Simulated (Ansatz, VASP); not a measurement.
## One calculation of KCd2P2, two programs

File INCAR:

```
ALGO     = Normal         # electronic algorithm
EDIFF    = 1E-7           # SCF threshold, eV
EDIFFG   = -0.04          # ionic threshold
ENCUT    = 500            # plane-wave cutoff, eV
GGA      = PE             # functional
GGA_COMPAT= False        
IBRION   = 2              # ionic algorithm
ISIF     = 3              # what is computed and relaxed
ISMEAR   = 0              # smearing method
LASPH    = True           # aspherical terms in the spheres
LCHARG   = False          # write CHGCAR
LREAL    = False          # projectors in reciprocal space
LWAVE    = False          # write WAVECAR
NELM     = 120            # most SCF steps
NELMIN   = 4            
NSW      = 90             # ionic steps
PREC     = Accurate       # precision mode
SIGMA    = 0.1            # smearing width, eV
```

Contents of KPOINTS:

```
k-points
0
Gamma
  6 6 2
```

File POSCAR:

```
KCd2P2
1.0
    4.3941131700      0.0000000000      0.0000000000
   -2.1970565800      3.8054136300      0.0000000000
    0.0000000000      0.0000000000      8.5925762700
K Cd P
1 2 2
Direct
    0.6666666700      0.3333333300      0.0000000000
    0.6666666700      0.3333333300      0.5000000000
    0.3333333300      0.6666666700      0.0000000000
    0.0000000000      0.0000000000      0.7055339800
    0.0000000000      0.0000000000      0.2944660200
```

Input for Ansatz:

```yaml
crystal:
  lattice:
    - [4.39411317, 0.0, 0.0]
    - [-2.19705658, 3.80541363, 0.0]
    - [0.0, 0.0, 8.59257627]
  atoms:
    - { symbol: K, position: [0.66666667, 0.33333333, 0.0] }
    - { symbol: Cd, position: [0.66666667, 0.33333333, 0.5] }
    - { symbol: Cd, position: [0.33333333, 0.66666667, 0.0] }
    - { symbol: P, position: [0.0, 0.0, 0.70553398] }
    - { symbol: P, position: [0.0, 0.0, 0.29446602] }
basis:
  ecutwfc: 420
kpoints:
  mp_grid: { grid: [6, 6, 2] }
hamiltonian:
  xc: pbe
scf:
  occupations: { method: gaussian, width: 0.1 }
  lower_state_search: "off"
output:
  forces: true
  stress: true
  eigenvalues: true
relax:
  adjacent_minimum: "off"
  f_tol: 0.04
  max_steps: 70
  cell: { stress_tol: 0.4 }
```

Change from the starting cell: species swapped into the Sr2ZnAs2 type (P-6m2, No. 187).

Alike in both runs: task relaxation of cell and atoms; functional PBE; k mesh 6 × 6 × 2; occupations gaussian, width 0.1 eV; no spin polarisation.

```csv
,VASP,Ansatz
version,VASP 6.6.1,Ansatz 0.2.0
potentials or method,"VASP PAW PBE potentials, release 64 (K_sv, Cd, P), cutoff 500 eV","scalar-relativistic, plane waves, PAW"
valence electrons in the cell,43,59
```

|  | VASP | Ansatz | Ansatz less VASP |
| --- | --- | --- | --- |
| gap on the k mesh at the Fermi level, each at its own relaxed structure (eV) | none | none | - |
| relaxed volume (Å³/atom) | 27.63 | 27.57 | -0.058 |
| relaxed cell length with the largest relative difference (Å) | 6.484 | 6.525 | +0.0406 |

A gap of «none» marks a metal or a gap that the smearing closes. VASP's potentials hold 43 valence electrons a cell and Ansatz's 59, so a difference there can come from the potentials and not from the codes.

The k mesh is coarse, so the values compare programs but aren't converged.
